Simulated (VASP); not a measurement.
Wanted: the native input for a VASP 6.6.1 run.

```yaml
Task: relaxation of cell and atoms
Functional: PBE
Potentials_or_basis: VASP PAW PBE potentials, release 64 (Ir, Pt)
Cutoff: 600 eV
k_mesh: 12 × 12 × 4
Occupations: gaussian, width 0.1 eV
Spin: no spin polarisation
Dipole_correction: no
Further_INCAR_settings: ALGO = Fast; EDIFF = 1e-06; IBRION = 2; EDIFFG = -0.01; NSW = 100; ISIF = 3
```

The structure of Ir4Pt lies in POSCAR:

```
Ir4Pt
1.0
    2.7655435530      0.0000000000      0.0000000000
   -1.3827717765      2.3950309722      0.0000000000
    0.0000000000      0.0000000000     11.1664413295
Ir Pt
4 1
Direct
    0.3333333333      0.6666666667      0.7942504156
    0.3333333333      0.6666666667      0.4000701005
    0.6666666667      0.3333333333      0.2057495844
    0.6666666667      0.3333333333      0.5999298995
    0.0000000000      0.0000000000      0.0000000000
```

One way to write it, as run:

INCAR

```
PREC = Accurate ; ENCUT = 600
EDIFF = 1E-6 ; ISMEAR = 0
SIGMA = 0.1 ; LREAL = F
LASPH = T ; NELM = 60
ALGO = Fast ; ISIF = 3
LWAVE = F ; LCHARG = F
GGA = PE ; IBRION = 2
NSW = 100 ; EDIFFG = -0.01
```

KPOINTS

```
regular mesh
0
Gamma
  12 12 4
```

Potentials or basis: VASP PAW PBE potentials, release 64 (Ir, Pt).

Command:

```bash
$ cat potpaw_PBE.64/Ir/POTCAR potpaw_PBE.64/Pt/POTCAR > POTCAR
$ mpirun -np 1 vasp_std > vasp.out
```

Results of the run:

| Item | Value |
| --- | --- |
| Relaxed volume | 14.76 Å³/atom |
| Relaxed cell | a = 2.757 Å, b = 2.757 Å, c = 11.208 Å, α = 90.00°, β = 90.00°, γ = 120.00° |
| Space group after relaxing (to 0.05 Å) | P-3m1 (No. 164) |
| Energy gained by relaxing | 1.6 meV/atom |
| Ionic steps | 10 |
| Pressure after relaxing | 0.0 GPa |
| Largest force after relaxing | 0.008 eV/Å |

Run time: 19 min on 1 thread of Intel(R) Xeon(R) Platinum 8259CL CPU @ 2.50GHz (Skylake/Cascade Lake), with other jobs on the host, peak memory 0.35 GiB.
